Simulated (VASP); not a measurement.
The system is BaZrO3.

```xyz
5
Lattice="4.2054 0.0000 0.0000 0.0000 4.2054 0.0000 0.0000 0.0000 4.2054" Properties=species:S:1:pos:R:3 pbc="T T T"
Ba    0.0000    0.0000    0.0000
Zr    2.1027    2.1027    2.1027
O     2.1027    2.1027    0.0000
O     2.1027    0.0000    2.1027
O     0.0000    2.1027    2.1027
```

Base run:

| Item | Value |
| --- | --- |
| Program | VASP 6.6.1 |
| Functional | PBE |
| Potentials or basis | VASP PAW PBE potentials, release 64 (Ba_sv, Zr_sv, O) |
| Cutoff | 520 eV |
| k mesh | 6 × 6 × 6 |
| Occupations | fermi-dirac, width 0.02 eV |
| Spin | no spin polarisation |

Its results: band gap on the k mesh 3.17 eV, indirect (least direct gap 3.40 eV); pressure 3.4 GPa.

Question: The run is repeated on the same cell with these changes: functional from PBE to r2SCAN; occupations from fermi-dirac, width 0.02 eV to gaussian, width 0.01 eV. What comes out?

Answer: Band gap on the k mesh 3.68 eV, indirect (least direct gap 3.93 eV); pressure 1.0 GPa.

Caveats: spin-orbit coupling is left out, which moves the levels of the heavy elements; the PAW data sets were made with another functional, which shifts forces and pressure a little (some runs).

A k mesh can miss the band edges.
